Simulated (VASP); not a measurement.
A run of VASP 6.6.1 is set up as follows.

POSCAR

```
SiC
1.0
    0.0000000000      2.1345181309      2.1345181309
    2.1345181309      0.0000000000      2.1345181309
    2.1345181309      2.1345181309      0.0000000000
Si C
1 1
Direct
    0.0000000000      0.0000000000      0.0000000000
    0.7500000000      0.7500000000      0.7500000000
```

File INCAR.step1:

```
SYSTEM = SiC
PREC     = Accurate       ! precision mode
ENCUT    = 660            ! plane-wave cutoff, eV
ISMEAR   = -1             ! smearing method
SIGMA    = 0.05           ! smearing width, eV
LREAL    = .False.        ! projectors in reciprocal space
LASPH    = .True.         ! aspherical terms in the spheres
NELM     = 120            ! most SCF steps
NBANDS   = 11             ! bands
GGA      = PE             ! functional
ALGO     = Normal         ! electronic algorithm
EDIFF    = 1E-5           ! SCF threshold, eV
LWAVE    = .True.         ! write WAVECAR
LCHARG   = .False.        ! write CHGCAR
GGA_COMPAT= .False.
```

Contents of INCAR.step2:

```
SYSTEM = SiC
PREC     = Accurate       ! precision mode
ENCUT    = 660            ! plane-wave cutoff, eV
EDIFF    = 1E-6           ! SCF threshold, eV
ISMEAR   = -1             ! smearing method
SIGMA    = 0.05           ! smearing width, eV
LREAL    = .False.        ! projectors in reciprocal space
LASPH    = .True.         ! aspherical terms in the spheres
NELM     = 120            ! most SCF steps
ALGO     = Normal         ! electronic algorithm
ISIF     = 2              ! what is computed and relaxed
LWAVE    = .False.        ! write WAVECAR
LCHARG   = .False.        ! write CHGCAR
METAGGA  = R2SCAN         ! meta-GGA
LMIXTAU  = .True.       
IVDW     = 12             ! dispersion correction
VDW_S6   = 1.0          
VDW_S8   = 0.78981345   
VDW_A1   = 0.49484001   
VDW_A2   = 5.73083694   
NBANDS   = 11             ! bands
ISTART   = 1            
GGA_COMPAT= .False.
```

File KPOINTS:

```
Automatic mesh
0
Gamma
  10 10 10
  0 0 0
```

Potentials or basis: VASP PAW PBE potentials, release 64 (Si, C).

Command:

```sh
$ cat potpaw_PBE.64/Si/POTCAR potpaw_PBE.64/C/POTCAR > POTCAR
$ cp INCAR.step1 INCAR
$ mpirun -np 1 vasp_std > vasp.out
$ cp INCAR.step2 INCAR
$ mpirun -np 1 vasp_std > vasp.out
```

Task: What does it give for the pressure?

Result: 12.5 GPa.

Task: Estimate the dispersion energy per atom.

Result: -0.150 eV.

Task: Predict the band gap on the k mesh.

Result: 1.68 eV (least direct gap 5.14 eV).

Caveat: the cell stands under pressure; the PAW data sets were made with another functional, which shifts forces and pressure a little. A k mesh can miss the band edges.
